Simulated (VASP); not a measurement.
# Te2Mo (P-6m2) in VASP: single point with PBE-based screened hybrid with 5 % exact exchange

Aim: the single point of Te2Mo with PBE-based screened hybrid with 5 % exact exchange.

Everything below comes from runs of VASP 6.6.1. Logs are shortened: lines on timing, memory, paths and dates and some standing lists are left out, and cuts for length are marked.

## Step 1: The cell of the first run

The structure is hexagonal, space group P-6m2 (No. 187). The conventional cell has a = 3.537 Å, b = 3.537 Å, c = 7.827 Å, α = 90.00°, β = 90.00°, γ = 120.00°. Within 3.6 Å of Te (site symmetry 3m) lie 3 Mo at 2.72 Å and 7 Te at 3.54 to 3.59 Å. Within 3.6 Å of Mo (site symmetry -6m2) lie 6 Te at 2.72 Å and 6 Mo at 3.54 Å.

## Step 2: Single point, PBE-based screened hybrid with 5 % exact exchange

POSCAR

```
Te2Mo
1.0
    3.5371201374      0.0000000000      0.0000000000
   -1.7685600687      3.0632358953      0.0000000000
    0.0000000000      0.0000000000      7.8268333715
Te Mo
2 1
Direct
    0.3333333333      0.6666666667      0.7705163254
    0.3333333333      0.6666666667      0.2294836746
    0.0000000000      0.0000000000      0.0000000000
```

INCAR.step1

```
SYSTEM = Te2Mo
PREC = Accurate
ENCUT = 520
EDIFF = 1E-5
ISMEAR = 0
SIGMA = 0.01
LREAL = .False.
LASPH = .True.
NELM = 80
ALGO = Normal
ISIF = 2
LWAVE = .True.
LCHARG = .False.
GGA = PE
NBANDS = 20
```

INCAR.step2

```
SYSTEM = Te2Mo
PREC = Accurate
ENCUT = 520
EDIFF = 1E-6
ISMEAR = 0
SIGMA = 0.01
LREAL = .False.
LASPH = .True.
NELM = 80
ALGO = Normal
ISIF = 2
LWAVE = .False.
LCHARG = .False.
GGA = PE
LHFCALC = .True.
AEXX = 0.05
HFSCREEN = 0.5
PRECFOCK = Normal
ISTART = 1
NBANDS = 20
```

KPOINTS

```
regular mesh
0
Gamma
  6 6 2
  0 0 0
```

Potentials or basis: VASP PAW PBE potentials, release 64 (Te, Mo_sv).

Launch:

```bash
$ cat potpaw_PBE.64/Te/POTCAR potpaw_PBE.64/Mo_sv/POTCAR > POTCAR
$ cp INCAR.step1 INCAR
$ mpirun -np 1 vasp_std > vasp.out
$ cp INCAR.step2 INCAR
$ mpirun -np 1 vasp_std > vasp.out
```

OUTCAR:

```text
SYSTEM = Te2Mo
   PREC = Accurate
   ENCUT = 520
   EDIFF = 1E-6
   ISMEAR = 0
   LREAL = .False.
   LASPH = .True.
   NELM = 80
   ISIF = 2
   GGA = PE
   LHFCALC = .True.
   AEXX = 0.05
   HFSCREEN = 0.5
   PRECFOCK = Normal
   ISTART = 1

 ion  position               nearest neighbor table
   1  0.333  0.667  0.771-   3 2.72   3 2.72   3 2.72   2 3.59
   2  0.333  0.667  0.229-   3 2.72   3 2.72   3 2.72   1 3.59
   3  0.000  0.000  0.000-   1 2.72   2 2.72   1 2.72   2 2.72   1 2.72   2 2.72

  LATTYP: Found a hexagonal cell.
 ALAT       =     3.5371201374
 C/A-ratio  =     2.2127700127

  Lattice vectors:

 A1 = (   3.5371201374,   0.0000000000,   0.0000000000)
 A2 = (  -1.7685600687,   3.0632358953,   0.0000000000)
 A3 = (   0.0000000000,   0.0000000000,   7.8268333715)

Analysis of symmetry for initial positions (statically):
=====================================================================
 Subroutine PRICEL returns:
 Original cell was already a primitive cell.

 Routine SETGRP: Setting up the symmetry group for a
 hexagonal supercell.

 Subroutine GETGRP returns: Found 12 space group operations
 (whereof 12 operations were pure point group operations)
 out of a pool of 24 trial point group operations.

The static configuration has the point symmetry D_3h.

Analysis of symmetry for dynamics (positions and initial velocities):
=====================================================================
 Subroutine PRICEL returns:
 Original cell was already a primitive cell.

 Routine SETGRP: Setting up the symmetry group for a
 hexagonal supercell.

 Subroutine GETGRP returns: Found 12 space group operations
 (whereof 12 operations were pure point group operations)
 out of a pool of 24 trial point group operations.

The dynamic configuration has the point symmetry D_3h.

 Subroutine INISYM returns: Found 12 space group operations
 (whereof 12 operations are pure point group operations),
 and found     1 'primitive' translations

----------------------------------------------------------------------------------------
[... 83 lines left out ...]
   NELM   =     80;   NELMIN=  2; NELMDL=  0     # of ELM steps
   EDIFF  = 0.1E-05   stopping-criterion for ELM
   LREAL  =      F    real-space projection
   EDIFFG = 0.1E-04   stopping-criterion for IOM
   NSW    =      0    number of steps for IOM
   IBRION =     -1    ionic relax: 0-MD 1-quasi-New 2-CG
   NFREE  =      0    steps in history (QN), initial steepest desc. (CG)
   ISIF   =      2    stress and relaxation
   ISYM   =      3    0-nonsym 1-usesym 2-fastsym
   POTIM  = 0.5000    time-step for ionic-motion
   TEBEG  =    0.0;   TEEND  =   0.0 temperature during run
   PSTRESS=    0.0 pullay stress
   NELECT =      26.0000    total number of electrons
   NUPDOWN=      -1.0000    fix difference up-down
   EMIN   =  10.00;   EMAX   =-10.00  energy-range for DOS
   EFERMI =   0.00;   METHOD = LEGACY
   ISMEAR =     0;   SIGMA  =   0.01  broadening in eV -4-tet -1-fermi 0-gaus
   EFERMI_NEDOS =   21; number of points for ismear=-14 and -15
   IALGO  =     38    algorithm
   IMIX   =      1    mixing-type and parameters
     AMIX     =   0.40;   BMIX     =  1.00
     AMIX_MAG =   1.60;   BMIX_MAG =  1.00
  volume/ion in A,a.u.               =      28.27       190.76
  Fermi-wavevector in a.u.,A,eV,Ry     =   1.103893  2.086056 16.579798  1.218581
  Thomas-Fermi vector in A             =   2.240358
   LORBIT       =      0    0 simple, 1 ext, 2 COOP (PROOUT), +10 PAW based schemes
   GGA     = PE    functional components
   LHFCALC =     T    Hartree Fock is set to
   PRECFOCK=normal    Normal, Fast or Accurate (Low or Medium for compatibility)
   ENCUT4O =  -1.0   cutoff for four orbital integrals eV
   NKREDX  =     1    reduce k-point grid by
   NKREDY  =     1    reduce k-point grid by
   NKREDZ  =     1    reduce k-point grid by
   AEXX    =    0.0500 exact exchange contribution
   HFSCREEN=    0.5000 screening length (either q_TF or 0.3 A-1)
   HFSCREENC=   0.5000 screening length for correlation (either q_TF or 0.3 A-1)
   ENCUTFOCK=  -1.0 apply spherical cutoff to Coloumb kernel
   IVDW    =     0    specifies the selected vdW correction
   LEPSILON=     F    determine dielectric tensor
   LRPA    =     F    only Hartree local field effects (RPA)
 non-spin polarized calculation
 Gauss-broadening in eV      SIGMA  =   0.01
  energy-cutoff  :      520.00
  volume of cell :       84.80
 maximum number of plane-waves:      2309
 NGX is ok and might be reduce to    28
  NGX = 20; NGY = 20; NGZ = 48

 number of electron      25.9999996 magnetization

 Free energy of the ion-electron system (eV)
  ---------------------------------------------------
  ext. energy  EPLUGINS =         0.00000000
  ---------------------------------------------------
  free energy    TOTEN  =       -18.34045839 eV

  energy without entropy =      -18.34045839  energy(sigma->0) =      -18.34045839

 E-fermi :   6.6695     XC(G=0):  -9.3513

 val. band max:        6.4975551385   @ k =   0.3333   0.3333   0.5000
 cond. band min:       7.5806165389   @ k =   0.3333   0.3333   0.0000
 fundamental gap:      1.0830614004
 Fermi energy:         6.6695362232

 k-point     1 :       0.0000    0.0000    0.0000
  band No.  band energies     occupation
      1     -54.8982      2.00000
      2     -28.7858      2.00000
      3     -28.6667      2.00000
      4     -28.6667      2.00000
      5      -6.3555      2.00000
      6      -5.2731      2.00000
[... 311 lines left out ...]
     19      12.3986      0.00000
     20      13.0080      0.00000

------------------------ aborting loop because EDIFF is reached ----------------------------------------

  FORCE on cell =-STRESS in cart. coord.  units (eV):
  Direction    XX          YY          ZZ          XY          YZ          ZX
  --------------------------------------------------------------------------------------
  -------------------------------------------------------------------------------------
  Total        0.5159769      0.5159769      1.2235115      0.0000000      0.0000000     -0.0000000
  in kB        9.7482012      9.7482012     23.1154466      0.0000000      0.0000000     -0.0000000
  external PRESSURE =      14.2039497 kB  Pullay stress =       0.0000000 kB

 VOLUME and BASIS-vectors are now :
 -----------------------------------------------------------------------------
  energy-cutoff  :      520.00
  volume of cell :       84.80
      direct lattice vectors                 reciprocal lattice vectors
     3.537120137  0.000000000  0.000000000     0.282715871  0.163226084  0.000000000
    -1.768560069  3.063235895  0.000000000     0.000000000  0.326452168  0.000000000
     0.000000000  0.000000000  7.826833372     0.000000000  0.000000000  0.127765592

 POSITION                                       TOTAL-FORCE (eV/Angst)
 -----------------------------------------------------------------------------------
     -0.00000      2.04216      6.03070        -0.000000     -0.000000     -0.132802
     -0.00000      2.04216      1.79613        -0.000000      0.000000      0.132802
      0.00000      0.00000      0.00000         0.000000      0.000000      0.000000
 -----------------------------------------------------------------------------------
    total drift:                               -0.000001     -0.000002     -0.000001

  FREE ENERGIE OF THE ION-ELECTRON SYSTEM (eV)
  ---------------------------------------------------
  free  energy   TOTEN  =       -18.3404583912 eV

  energy  without entropy=      -18.3404583912  energy(sigma->0) =      -18.34045839
```

OUTCAR.step1:

```text
SYSTEM = Te2Mo
   PREC = Accurate
   ENCUT = 520
   EDIFF = 1E-5
   ISMEAR = 0
   LREAL = .False.
[... 536 lines left out ...]
     -0.00000      2.04216      6.03070         0.000000      0.000000     -0.205428
     -0.00000      2.04216      1.79613         0.000000      0.000000      0.205428
      0.00000      0.00000      0.00000        -0.000000      0.000000      0.000000
 -----------------------------------------------------------------------------------
    total drift:                                0.000000     -0.000000     -0.000000

  FREE ENERGIE OF THE ION-ELECTRON SYSTEM (eV)
  ---------------------------------------------------
  free  energy   TOTEN  =       -17.9930605240 eV

  energy  without entropy=      -17.9930605240  energy(sigma->0) =      -17.99306052
```

OSZICAR.step1:

```text
N       E                     dE             d eps       ncg     rms          rms(c)
DAV:   1     0.157874241047E+03    0.15787E+03   -0.12363E+04   600   0.115E+03
DAV:   2    -0.120048515367E+02   -0.16988E+03   -0.16561E+03   696   0.274E+02
DAV:   3    -0.185399688164E+02   -0.65351E+01   -0.64556E+01   704   0.479E+01
DAV:   4    -0.186475100872E+02   -0.10754E+00   -0.10749E+00   768   0.620E+00
DAV:   5    -0.186482339960E+02   -0.72391E-03   -0.72388E-03   680   0.513E-01    0.151E+01
DAV:   6    -0.182627961166E+02    0.38544E+00   -0.43454E+00   584   0.116E+01    0.629E+00
DAV:   7    -0.181258273780E+02    0.13697E+00   -0.29899E+00   588   0.810E+00    0.412E+00
DAV:   8    -0.179925198328E+02    0.13331E+00   -0.59455E-01   596   0.416E+00    0.122E+00
DAV:   9    -0.179934161609E+02   -0.89633E-03   -0.42043E-02   644   0.110E+00    0.540E-01
DAV:  10    -0.179927821639E+02    0.63400E-03   -0.82063E-03   600   0.591E-01    0.147E-01
DAV:  11    -0.179929756288E+02   -0.19346E-03   -0.32005E-04   612   0.110E-01    0.686E-02
DAV:  12    -0.179930167601E+02   -0.41131E-04   -0.51667E-05   592   0.422E-02    0.418E-02
DAV:  13    -0.179930587476E+02   -0.41987E-04   -0.63796E-05   580   0.396E-02    0.123E-02
DAV:  14    -0.179930605240E+02   -0.17765E-05   -0.17350E-06   436   0.775E-03
   1 F= -.17993061E+02 E0= -.17993061E+02  d E =-.234793-164
```

It took 50 min on 1 thread of AMD EPYC 7R13 (Zen 3), shared host; peak memory 0.31 GiB.

What came out:

- Free energy: -18.3405 eV
- Pressure: 1.4 GPa
- Largest force: 0.133 eV/Å
- Band gap on the k mesh: 1.08 eV (least direct gap 1.10 eV)

Forces in eV/Å, atoms in the order of the input:
```
Te   0.000  0.000 -0.133
Te   0.000  0.000  0.133
Mo   0.000  0.000  0.000
```

Stress tensor (GPa, compression positive):
```
0.97 0.00 0.00
0.00 0.97 0.00
0.00 0.00 2.31
```

Levels at points of the mesh, in eV from the valence-band top:
| k point | band 10 | band 11 | band 12 | band 13 | band 14 | band 15 | band 16 | band 17 |
| --- | --- | --- | --- | --- | --- | --- | --- | --- |
| (0.00, 0.00, 0.00) | -1.06 | -0.93 | -0.93 | -0.77 | 3.17 | 3.17 | 3.39 | 3.39 |
| (0.50, 0.00, 0.00) | -2.37 | -1.37 | -0.93 | -0.38 | 1.42 | 1.68 | 3.55 | 3.77 |
| (0.00, 0.00, 0.50) | -1.74 | -0.94 | -0.94 | -0.16 | 3.09 | 3.09 | 3.48 | 3.48 |
| (0.50, 0.00, 0.50) | -2.39 | -2.01 | -0.64 | -0.32 | 1.44 | 1.84 | 2.96 | 3.67 |

Caveat: the PAW data sets were made with another functional, which shifts forces and pressure a little; spin-orbit coupling is left out, which moves the levels of the heavy elements.
